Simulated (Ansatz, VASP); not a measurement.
## Two plane-wave programs on TiCo3

The input INCAR:

```
SYSTEM = TiCo3
PREC     = Accurate       ! precision mode
ENCUT    = 520            ! plane-wave cutoff, eV
EDIFF    = 1E-6           ! SCF threshold, eV
ISMEAR   = 0              ! smearing method
SIGMA    = 0.15           ! smearing width, eV
LREAL    = .FALSE.        ! projectors in reciprocal space
LASPH    = .TRUE.         ! aspherical terms in the spheres
NELM     = 150            ! most SCF steps
ALGO     = Normal         ! electronic algorithm
ISIF     = 2              ! what is computed and relaxed
LWAVE    = .FALSE.        ! write WAVECAR
LCHARG   = .FALSE.        ! write CHGCAR
ISPIN    = 2              ! spin polarisation
MAGMOM   = 0 0.3 0.3 0.3  ! initial moments
LORBIT   = 11             ! projections on sites
LMAXMIX  = 4              ! l up to which the mixer works
GGA      = PS             ! functional
NBANDS   = 32             ! bands
```

KPOINTS

```
regular mesh
0
G
  14 14 14
  0 0 0
```

POSCAR

```
TiCo3
1.0
    3.5282504658      0.0000000000      0.0000000000
    0.0000000000      3.5282504658      0.0000000000
    0.0000000000      0.0000000000      3.3518379425
Ti Co
1 3
Direct
    0.0000000000      0.0000000000      0.0000000000
    0.0000000000      0.5000000000      0.5000000000
    0.5000000000      0.0000000000      0.5000000000
    0.5000000000      0.5000000000      0.0000000000
```

Input for Ansatz:

```yaml
crystal:
  lattice:
    - [3.5282504658, 0.0, 0.0]
    - [0.0, 3.5282504658, 0.0]
    - [0.0, 0.0, 3.3518379425]
  atoms:
    - { symbol: Ti, position: [0.0, 0.0, 0.0] }
    - { symbol: Co, position: [0.0, 0.5, 0.5], spin: 0.3 }
    - { symbol: Co, position: [0.5, 0.0, 0.5], spin: 0.3 }
    - { symbol: Co, position: [0.5, 0.5, 0.0], spin: 0.3 }
basis:
  ecutwfc: 420
kpoints:
  mp_grid: { grid: [14, 14, 14] }
hamiltonian:
  xc: pbesol
scf:
  occupations: { method: gaussian, width: 0.15 }
output:
  forces: true
  stress: true
  eigenvalues: true
  populations: true
magnetization:
  spin_polarized: true
```

Change from the starting cell: strain +0.000 along x and y, -0.050 along z, atoms carried along.

Alike in both runs: task single point; functional PBEsol; k mesh 14 × 14 × 14; occupations gaussian, width 0.15 eV; collinear spin.

|  | VASP | Ansatz |
| --- | --- | --- |
| version | VASP 6.6.1 | Ansatz 0.2.0 |
| potentials or method | VASP PAW PBE potentials, release 64 (Ti_sv, Co), cutoff 520 eV | scalar-relativistic, plane waves, PAW |
| valence electrons in the cell | 39 | 63 |

```csv
,VASP,Ansatz,Ansatz less VASP
gap on the k mesh at the Fermi level (eV),none,none,-
pressure (GPa),12.9,13.8,+0.92
"traceless stress, the component that is largest in VASP (GPa)",5.14,5.26,+0.114
net moment per atom (μB),0.10,0.10,+0.004
size of the moment on the site where the two differ most (μB),0.23,0.24,+0.011
```

VASP's potentials were made for PBE, not for PBEsol. Site moments also hang on the region over which each program counts them. A gap of «none» marks a metal or a gap that the smearing closes. The functional is the same, so the differences come from potentials, cutoffs and numerics. VASP's potentials hold 39 valence electrons a cell and Ansatz's 63, so a difference there can come from the potentials and not from the codes.
